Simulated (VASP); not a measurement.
# ZrSbS (P4/nmm) in VASP: single point with r2SCAN

Aim: the single point of ZrSbS with r2SCAN.

All numbers are computed with VASP 6.6.1; they aren't measurements. Logs are shortened: lines on timing, memory, paths and dates and some standing lists are left out, and cuts for length are marked.

### 1 The cell of the first run

It takes space group P4/nmm (No. 129, tetragonal). The conventional cell has a = 3.852 Å, b = 3.852 Å, c = 8.537 Å, α = 90.00°, β = 90.00°, γ = 90.00°. Sb (site symmetry -4m2) has 4 Sb at 2.72 Å and 4 Zr at 3.05 Å within 3.6 Å. Within 3.8 Å of Zr (site symmetry 4mm) lie 5 S at 2.86 to 2.95 Å and 4 Sb at 3.05 Å. Within 3.8 Å of S (site symmetry 4mm) lie 5 Zr at 2.86 to 2.95 Å and 4 S at 3.43 Å and 4 Sb at 3.76 Å.

### 2 Single point, r2SCAN

File POSCAR:

```
ZrSbS
1.0
    3.8524750000      0.0000000000      0.0000000000
    0.0000000000      3.8524750000      0.0000000000
    0.0000000000      0.0000000000      8.5373410000
Sb Zr S
2 2 2
Direct
    0.0000000000      0.0000000000      0.0000000000
    0.5000000000      0.5000000000      0.0000000000
    0.0000000000      0.5000000000      0.2770000000
    0.5000000000      0.0000000000      0.7230000000
    0.0000000000      0.5000000000      0.6220000000
    0.5000000000      0.0000000000      0.3780000000
```

File INCAR.step1:

```
PREC = Accurate
ENCUT = 520
ISMEAR = -5
SIGMA = 0.1
LREAL = False
LASPH = True
NELM = 60
NBANDS = 32
GGA = PE
ALGO = Normal
EDIFF = 1E-4
LWAVE = True
LCHARG = False
```

File INCAR.step2:

```
PREC = Accurate
ENCUT = 520
EDIFF = 1E-6
ISMEAR = -5
SIGMA = 0.1
LREAL = False
LASPH = True
NELM = 60
ALGO = Normal
ISIF = 2
LWAVE = False
LCHARG = False
METAGGA = R2SCAN
LMIXTAU = True
NBANDS = 32
ISTART = 1
```

File KPOINTS:

```
regular mesh
0
Gamma
  7 7 3
```

Potentials or basis: VASP PAW PBE potentials, release 64 (Sb, Zr_sv, S).

Command:

```bash
$ cat potpaw_PBE.64/Sb/POTCAR potpaw_PBE.64/Zr_sv/POTCAR potpaw_PBE.64/S/POTCAR > POTCAR
$ cp INCAR.step1 INCAR
$ mpirun -np 1 vasp_std > vasp.out
$ cp INCAR.step2 INCAR
$ mpirun -np 1 vasp_std > vasp.out
```

OUTCAR:

```text
PREC = Accurate
   ENCUT = 520
   EDIFF = 1E-6
   ISMEAR = -5
   LREAL = False
   LASPH = True
   NELM = 60
   ISIF = 2
   METAGGA = R2SCAN
   ISTART = 1

 ion  position               nearest neighbor table
   1  0.000  0.000  0.000-   2 2.72   2 2.72   2 2.72   2 2.72   3 3.05   4 3.05   4 3.05   3 3.05

   2  0.500  0.500  0.000-   1 2.72   1 2.72   1 2.72   1 2.72   4 3.05   4 3.05   3 3.05   3 3.05

   3  0.000  0.500  0.277-   6 2.86   6 2.86   6 2.86   6 2.86   5 2.95   1 3.05   2 3.05   2 3.05
                             1 3.05
   4  0.500  0.000  0.723-   5 2.86   5 2.86   5 2.86   5 2.86   6 2.95   1 3.05   1 3.05   2 3.05
                             2 3.05
   5  0.000  0.500  0.622-   4 2.86   4 2.86   4 2.86   4 2.86   3 2.95
   6  0.500  0.000  0.378-   3 2.86   3 2.86   3 2.86   3 2.86   4 2.95

  LATTYP: Found a simple tetragonal cell.
 ALAT       =     3.8524750000
 C/A-ratio  =     2.2160665546

  Lattice vectors:

 A1 = (   3.8524750000,   0.0000000000,   0.0000000000)
 A2 = (   0.0000000000,   3.8524750000,   0.0000000000)
 A3 = (   0.0000000000,   0.0000000000,   8.5373410000)

Analysis of symmetry for initial positions (statically):
=====================================================================
 Subroutine PRICEL returns:
 Original cell was already a primitive cell.

 Routine SETGRP: Setting up the symmetry group for a
 simple tetragonal supercell.

 Subroutine GETGRP returns: Found 16 space group operations
 (whereof  8 operations were pure point group operations)
 out of a pool of 16 trial point group operations.

The static configuration has the point symmetry D_2d.
 The point group associated with its full space group is D_4h.

Analysis of symmetry for dynamics (positions and initial velocities):
=====================================================================
 Subroutine PRICEL returns:
 Original cell was already a primitive cell.

 Routine SETGRP: Setting up the symmetry group for a
 simple tetragonal supercell.

 Subroutine GETGRP returns: Found 16 space group operations
 (whereof  8 operations were pure point group operations)
 out of a pool of 16 trial point group operations.

The dynamic configuration has the point symmetry D_2d.
 The point group associated with its full space group is D_4h.

 Subroutine INISYM returns: Found 16 space group operations
 (whereof  8 operations are pure point group operations),
 and found     1 'primitive' translations

----------------------------------------------------------------------------------------

                                     Primitive cell

  volume of cell :     126.7075

  direct lattice vectors                    reciprocal lattice vectors
     3.852475000  0.000000000  0.000000000     0.259573391  0.000000000  0.000000000
     0.000000000  3.852475000  0.000000000     0.000000000  0.259573391  0.000000000
     0.000000000  0.000000000  8.537341000     0.000000000  0.000000000  0.117132489

  length of vectors
     3.852475000  3.852475000  8.537341000     0.259573391  0.259573391  0.117132489

  position of ions in fractional coordinates (direct lattice)
     0.000000000  0.000000000  0.000000000
     0.500000000  0.500000000  0.000000000
     0.000000000  0.500000000  0.277000000
     0.500000000  0.000000000  0.723000000
     0.000000000  0.500000000  0.622000000
     0.500000000  0.000000000  0.378000000

  ion indices of the primitive-cell ions
   primitive index   ion index
                 1           1
                 2           2
                 3           3
                 4           4
                 5           5
                 6           6

----------------------------------------------------------------------------------------

 KPOINTS: regular mesh

Automatic generation of k-mesh.
 Grid dimensions read from file:
 generate k-points for:    7    7    3

 Generating k-lattice:

  Cartesian coordinates                     Fractional coordinates (reciprocal lattice)
     0.037081913  0.000000000  0.000000000     0.142857143  0.000000000  0.000000000
     0.000000000  0.037081913  0.000000000     0.000000000  0.142857143  0.000000000
     0.000000000  0.000000000  0.039044163     0.000000000  0.000000000  0.333333333

  Length of vectors
     0.037081913  0.037081913  0.039044163

  Shift w.r.t. Gamma in fractional coordinates (k-lattice)
     0.000000000  0.000000000  0.000000000

 TETIRR: Found    210 inequivalent tetrahedra from      882

 Subroutine IBZKPT returns following result:
 ===========================================

 Found     20 irreducible k-points:

 Following reciprocal coordinates:
            Coordinates               Weight
  0.000000  0.000000  0.000000      1.000000
  0.142857  0.000000  0.000000      4.000000
  0.285714  0.000000  0.000000      4.000000
  0.428571  0.000000  0.000000      4.000000
  0.142857  0.142857  0.000000      4.000000
  0.285714  0.142857  0.000000      8.000000
[... 12 lines left out ...]
  0.428571  0.285714  0.333333     16.000000
  0.428571  0.428571  0.333333      8.000000
   k-points           NKPTS =     20   k-points in BZ     NKDIM =     20   number of bands    NBANDS=     32
   number of dos      NEDOS =    301   number of ions     NIONS =      6
   total plane-waves  NPLWV =  57600
   dimension x,y,z NGX =    30 NGY =   30 NGZ =   64
   dimension x,y,z NGXF=    60 NGYF=   60 NGZF=  128
   ions per type =               2   2   2
   NGX,Y,Z   is equivalent  to a cutoff of  12.95, 12.95, 12.46 a.u.
   NGXF,Y,Z  is equivalent  to a cutoff of  25.89, 25.89, 24.93 a.u.
 SYSTEM =  unknown system
   PREC   = accura    normal or accurate (medium, high low for compatibility)
   ISTART =      1    job   : 0-new  1-cont  2-samecut
   ICHARG =      0    charge: 1-file 2-atom 10-const
   ISPIN  =      1    spin polarized calculation?
   LNONCOLLINEAR =      F non collinear calculations
   LSORBIT =      F    spin-orbit coupling
   LASPH  =      T    aspherical Exc in radial PAW
   ENCUT  =  520.0 eV  38.22 Ry    6.18 a.u.   7.16  7.16 15.87*2*pi/ulx,y,z
   NELM   =     60;   NELMIN=  2; NELMDL=  0     # of ELM steps
   EDIFF  = 0.1E-05   stopping-criterion for ELM
   LREAL  =      F    real-space projection
   EDIFFG = 0.1E-04   stopping-criterion for IOM
   NSW    =      0    number of steps for IOM
   IBRION =     -1    ionic relax: 0-MD 1-quasi-New 2-CG
   NFREE  =      0    steps in history (QN), initial steepest desc. (CG)
   ISIF   =      2    stress and relaxation
   ISYM   =      2    0-nonsym 1-usesym 2-fastsym
   POTIM  = 0.5000    time-step for ionic-motion
   TEBEG  =    0.0;   TEEND  =   0.0 temperature during run
   PSTRESS=    0.0 pullay stress
   NELECT =      46.0000    total number of electrons
   NUPDOWN=      -1.0000    fix difference up-down
   EMIN   =  10.00;   EMAX   =-10.00  energy-range for DOS
   EFERMI =   0.00;   METHOD = LEGACY
   ISMEAR =    -5;   SIGMA  =   0.10  broadening in eV -4-tet -1-fermi 0-gaus
   EFERMI_NEDOS =   21; number of points for ismear=-14 and -15
   IALGO  =     38    algorithm
   IMIX   =      4    mixing-type and parameters
     AMIX     =   0.40;   BMIX     =  1.00
     AMIX_MAG =   1.60;   BMIX_MAG =  1.00
  volume/ion in A,a.u.               =      21.12       142.51
  Fermi-wavevector in a.u.,A,eV,Ry     =   1.167867  2.206948 18.557164  1.363913
  Thomas-Fermi vector in A             =   2.304361
   LORBIT       =      0    0 simple, 1 ext, 2 COOP (PROOUT), +10 PAW based schemes
   METAGGA = R2SCAN    functional components
   LHFCALC =     F    Hartree Fock is set to
   AEXX    =    0.0000 exact exchange contribution
   IVDW    =     0    specifies the selected vdW correction
   LEPSILON=     F    determine dielectric tensor
   LRPA    =     F    only Hartree local field effects (RPA)
 non-spin polarized calculation
 Fermi weights with tetrahedron method with Bloechl corrections
  energy-cutoff  :      520.00
  volume of cell :      126.71
 maximum number of plane-waves:      3426
 NGX is ok and might be reduce to    30
   NGX = 15   NGY = 15   NGZ = 31

 number of electron      45.9999995 magnetization

 Free energy of the ion-electron system (eV)
  ---------------------------------------------------
  ext. energy  EPLUGINS =         0.00000000
  ---------------------------------------------------
  free energy    TOTEN  =      -117.57691564 eV

  energy without entropy =     -117.57691564  energy(sigma->0) =     -117.57691564

 E-fermi :  10.0724     XC(G=0): -11.3646

 val. band max:       10.1186739519   @ k =   0.4286   0.1429   0.3333
 cond. band min:       9.9873035305   @ k =   0.1429   0.0000   0.0000
 fundamental gap:     -0.1313704215
 Fermi energy:        10.0723794424

 k-point     1 :       0.0000    0.0000    0.0000
  band No.  band energies     occupation
      1     -42.3805      2.00000
      2     -42.3798      2.00000
      3     -19.7538      2.00000
      4     -19.7252      2.00000
      5     -19.6347      2.00000
      6     -19.6347      2.00000
[... 24 lines left out ...]
     31      12.0191      0.00000
     32      12.7631      0.00000

 k-point     2 :       0.1429    0.0000    0.0000
  band No.  band energies     occupation
      1     -42.3796      2.00000
      2     -42.3790      2.00000
      3     -19.7496      2.00000
      4     -19.7239      2.00000
      5     -19.6534      2.00000
      6     -19.6501      2.00000
[... 24 lines left out ...]
     31      12.1702      0.00000
     32      12.9829      0.00000
[... 593 lines left out ...]
     31      13.0469      0.00000
     32      13.1534      0.00000

 k-point    20 :       0.4286    0.4286    0.3333
  band No.  band energies     occupation
      1     -42.3714      2.00000
      2     -42.3714      2.00000
      3     -19.7150      2.00000
      4     -19.7144      2.00000
      5     -19.7112      2.00000
      6     -19.7111      2.00000
[... 24 lines left out ...]
     31      12.9810      0.00000
     32      13.2798      0.00000

------------------------ aborting loop because EDIFF is reached ----------------------------------------

  FORCE on cell =-STRESS in cart. coord.  units (eV):
  Direction    XX          YY          ZZ          XY          YZ          ZX
  --------------------------------------------------------------------------------------
  -------------------------------------------------------------------------------------
  Total        7.2386693      7.2386693     -6.0472510      0.0000000     -0.0000000      0.0000000
  in kB       91.5307522     91.5307522    -76.4656332      0.0000000     -0.0000000      0.0000000
  external PRESSURE =      35.5319571 kB  Pullay stress =       0.0000000 kB

 VOLUME and BASIS-vectors are now :
 -----------------------------------------------------------------------------
  energy-cutoff  :      520.00
  volume of cell :      126.71
      direct lattice vectors                 reciprocal lattice vectors
     3.852475000  0.000000000  0.000000000     0.259573391  0.000000000  0.000000000
     0.000000000  3.852475000  0.000000000     0.000000000  0.259573391  0.000000000
     0.000000000  0.000000000  8.537341000     0.000000000  0.000000000  0.117132489

 POSITION                                       TOTAL-FORCE (eV/Angst)
 -----------------------------------------------------------------------------------
      0.00000      0.00000      0.00000         0.000000      0.000000     -0.000000
      1.92624      1.92624      0.00000        -0.000000      0.000000     -0.000000
      0.00000      1.92624      2.36484        -0.000000      0.000000      0.571716
      1.92624      0.00000      6.17250         0.000000      0.000000     -0.571716
      0.00000      1.92624      5.31023        -0.000000      0.000000      0.067879
      1.92624      0.00000      3.22711        -0.000000      0.000000     -0.067879
 -----------------------------------------------------------------------------------
    total drift:                                0.000000      0.000000     -0.000000

  FREE ENERGIE OF THE ION-ELECTRON SYSTEM (eV)
  ---------------------------------------------------
  free  energy   TOTEN  =      -117.5769156434 eV

  energy  without entropy=     -117.5769156434  energy(sigma->0) =     -117.57691564
```

It took 3.8 min on 1 thread of AMD EPYC 7R13 (Zen 3), shared host; peak memory 0.25 GiB.

What came out:

* Free energy: -117.5769 eV
* Pressure: 3.6 GPa
* Largest force: 0.572 eV/Å
* Band gap on the k mesh: zero (band 23 reaches 10.99 eV, above the bottom of band 24 at 9.64 eV)

Forces on the atoms (eV/Å):
```
Sb   0.000  0.000  0.000
Sb   0.000  0.000  0.000
Zr   0.000  0.000  0.572
Zr   0.000  0.000 -0.572
S    0.000  0.000  0.068
S    0.000  0.000 -0.068
```

Stress tensor (GPa, compression positive):
```
 9.15  0.00  0.00
 0.00  9.15  0.00
 0.00  0.00 -7.65
```

Caveat: the PAW data sets were made with another functional, which shifts forces and pressure a little; spin-orbit coupling is left out, which moves the levels of the heavy elements; tetrahedron occupations give inexact forces and stress in metals.
